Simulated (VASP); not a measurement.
# Se (Fm-3m) in VASP: further runs, part 2 of 2

VASP 6.6.1. Earlier steps stand in the parts before.

## Step 3: Relaxation of cell and atoms, LDA

This run uses another cell than the first one, of 21.81 Å³/atom, 1.026 times its volume.

INCAR reads:

```
PREC = Accurate ; ENCUT = 600
EDIFF = 1E-7 ; ISMEAR = -1
SIGMA = 0.1 ; LREAL = False
LASPH = True ; NELM = 80
ALGO = Normal ; ISIF = 3
LWAVE = False ; LCHARG = False
IBRION = 2 ; NSW = 80
EDIFFG = -0.01
```

KPOINTS reads:

```
regular mesh
0
Gamma
  12 12 12
```

POSCAR reads:

```
Se
1.0
    0.0000000000      2.2175113317      2.2175113317
    2.2175113317      0.0000000000      2.2175113317
    2.2175113317      2.2175113317      0.0000000000
Se
1
Direct
    0.0000000000      0.0000000000      0.0000000000
```

Potentials or basis: VASP PAW LDA potentials, release 64 (Se).

Command:

```
$ cat potpaw_LDA.64/Se/POTCAR > POTCAR
$ mpirun -np 1 vasp_std > vasp.out
```

OUTCAR:

```text
PREC = Accurate
   ENCUT = 600
   EDIFF = 1E-7
   ISMEAR = -1
   LREAL = False
   LASPH = True
   NELM = 80
   ISIF = 3
   IBRION = 2
   NSW = 80
   EDIFFG = -0.01

 ion  position               nearest neighbor table
   1  0.000  0.000  0.000-

  LATTYP: Found a face centered cubic cell.
 ALAT       =     4.4350226634

  Lattice vectors:

 A1 = (   0.0000000000,   2.2175113317,   2.2175113317)
 A2 = (   2.2175113317,   0.0000000000,   2.2175113317)
 A3 = (   2.2175113317,   2.2175113317,   0.0000000000)

Analysis of symmetry for initial positions (statically):
=====================================================================
 Subroutine PRICEL returns:
 Original cell was already a primitive cell.

 Routine SETGRP: Setting up the symmetry group for a
 face centered cubic supercell.

 Subroutine GETGRP returns: Found 48 space group operations
 (whereof 48 operations were pure point group operations)
 out of a pool of 48 trial point group operations.

The static configuration has the point symmetry O_h .

Analysis of symmetry for dynamics (positions and initial velocities):
=====================================================================
 Subroutine PRICEL returns:
 Original cell was already a primitive cell.

 Routine SETGRP: Setting up the symmetry group for a
 face centered cubic supercell.

 Subroutine GETGRP returns: Found 48 space group operations
 (whereof 48 operations were pure point group operations)
 out of a pool of 48 trial point group operations.

The dynamic configuration has the point symmetry O_h .

 Subroutine INISYM returns: Found 48 space group operations
 (whereof 48 operations are pure point group operations),
 and found     1 'primitive' translations

----------------------------------------------------------------------------------------

[... 116 lines left out ...]
   LHFCALC =     F    Hartree Fock is set to
   AEXX    =    0.0000 exact exchange contribution
   IVDW    =     0    specifies the selected vdW correction
   LEPSILON=     F    determine dielectric tensor
   LRPA    =     F    only Hartree local field effects (RPA)
 conjugate gradient relaxation of ions
 non-spin polarized calculation
  energy-cutoff  :      600.00
  volume of cell :       21.81
 maximum number of plane-waves:       745
 NGX is ok and might be reduce to    28
   NGX = 13   NGY = 13   NGZ = 13

--------------------------------------- Ionic step        1  -------------------------------------------

 number of electron       5.9999999 magnetization

 Free energy of the ion-electron system (eV)
  ---------------------------------------------------
  ext. energy  EPLUGINS =         0.00000000
  ---------------------------------------------------
  free energy    TOTEN  =        -3.50504121 eV

  energy without entropy =       -3.47201210  energy(sigma->0) =       -3.48852666

------------------------ aborting loop because EDIFF is reached ----------------------------------------

  FORCE on cell =-STRESS in cart. coord.  units (eV):
  Direction    XX          YY          ZZ          XY          YZ          ZX
  --------------------------------------------------------------------------------------
  -------------------------------------------------------------------------------------
  Total       -1.2102905     -1.2102905     -1.2102905     -0.0000000      0.0000000      0.0000000
  in kB      -88.9145127    -88.9145127    -88.9145127     -0.0000000      0.0000000      0.0000000
  external PRESSURE =     -88.9145127 kB  Pullay stress =       0.0000000 kB
[... 57 lines left out ...]
--------------------------------------- Ionic step        3  -------------------------------------------

 number of electron       6.0000000 magnetization

 Free energy of the ion-electron system (eV)
  ---------------------------------------------------
  ext. energy  EPLUGINS =         0.00000000
  ---------------------------------------------------
  free energy    TOTEN  =        -3.59351145 eV

  energy without entropy =       -3.56447813  energy(sigma->0) =       -3.57899479

 E-fermi :   6.3353     XC(G=0): -11.0806

 val. band max:        6.3012514171   @ k =  -0.1667   0.1667   0.0000
 cond. band min:       6.3554686747   @ k =   0.4167   0.1667   0.0833
 fundamental gap:      0.0542172576
 Fermi energy:         6.3352655949

 k-point     1 :       0.0000    0.0000    0.0000
  band No.  band energies     occupation
      1     -10.3083      2.00000
      2       9.7094      0.00000
      3       9.7094      0.00000
      4       9.7094      0.00000
      5      18.2381      0.00000
      6      18.5343      0.00000
      7      18.5343      0.00000
[... 221 lines left out ...]
 k-point    24 :      -0.4167    0.1667    0.0000
  band No.  band energies     occupation
      1      -6.3739      2.00000
      2      -0.2707      2.00000
      3       5.4285      1.99977
      4       7.6933      0.00000
      5      14.8890      0.00000
      6      18.1763      0.00000
      7      19.3040      0.00000

 [... further k-points ...]
[... 5 lines left out ...]
  --------------------------------------------------------------------------------------
  -------------------------------------------------------------------------------------
  Total        0.0020596      0.0020596      0.0020596      0.0000000      0.0000000     -0.0000000
  in kB        0.1736493      0.1736493      0.1736493      0.0000000      0.0000000     -0.0000000
  external PRESSURE =       0.1736493 kB  Pullay stress =       0.0000000 kB
[... 16 lines left out ...]
  FREE ENERGIE OF THE ION-ELECTRON SYSTEM (eV)
  ---------------------------------------------------
  free  energy   TOTEN  =        -3.5935114509 eV

  energy  without entropy=       -3.5644781261  energy(sigma->0) =       -3.57899479

 reached required accuracy - stopping structural energy minimisation
```

OSZICAR:

```text
N       E                     dE             d eps       ncg     rms          rms(c)
DAV:   1     0.103293020637E+02    0.10329E+02   -0.30286E+03  1015   0.812E+02
DAV:   2    -0.325944587439E+01   -0.13589E+02   -0.13049E+02  1372   0.853E+01
DAV:   3    -0.351491321754E+01   -0.25547E+00   -0.25320E+00  1211   0.130E+01
[... 19 lines left out ...]
DAV:   2    -0.360036254770E+01    0.19186E-01   -0.19421E-02  1078   0.100E+00    0.433E-01
DAV:   3    -0.359356163957E+01    0.68009E-02   -0.19894E-02  1029   0.848E-01    0.108E-01
DAV:   4    -0.359351880995E+01    0.42830E-04   -0.65926E-05  1246   0.774E-02    0.414E-02
DAV:   5    -0.359351147853E+01    0.73314E-05   -0.42084E-06  1379   0.188E-02    0.516E-03
DAV:   6    -0.359351145092E+01    0.27614E-07   -0.73804E-08  1057   0.255E-03
   3 F= -.35935115E+01 E0= -.35789948E+01  d E =-.884702E-01
```

CONTCAR:

```text
Se
   1.00000000000000
    -0.0000000000000000    2.1180044380979397    2.1180044380979397
     2.1180044380979397    0.0000000000000000    2.1180044380979397
     2.1180044380979397    2.1180044380979397    0.0000000000000000
  Se
     1
Direct
     0.0000000000000000    0.0000000000000000    0.0000000000000000

  0.00000000E+00  0.00000000E+00  0.00000000E+00
```

Wall time 12 s (1 thread of Intel Xeon 6975P-C (Granite Rapids), shared host); peak memory 0.15 GiB.

What came out:

| Property | Result |
| --- | --- |
| Free energy | -3.5935 eV |
| Relaxed volume | 19.00 Å³/atom |
| Relaxed cell | a = 2.995 Å, b = 2.995 Å, c = 2.995 Å, α = 60.00°, β = 60.00°, γ = 60.00° |
| Space group after relaxing (to 0.05 Å) | Fm-3m (No. 225) |
| Energy gained by relaxing | 88.5 meV/atom |
| Ionic steps | 3 |
| Pressure after relaxing | 0.0 GPa |
| Band gap on the k mesh | zero (band 3 reaches 9.71 eV, above the bottom of band 4 at 3.84 eV) |

Step by step:
```tsv
step	energy change (eV)	largest force (eV/Å)	pressure (GPa)	volume (Å³)
1	0.0000	0.0000	-8.89	21.81
2	-0.0784	0.0000	4.20	18.21
3	-0.0885	0.0000	0.02	19.00
```

Final structure:
```
Se
1.0
     0.00000    2.11800    2.11800
     2.11800    0.00000    2.11800
     2.11800    2.11800    0.00000
Se
1
Direct
  0.00000 0.00000 0.00000
```
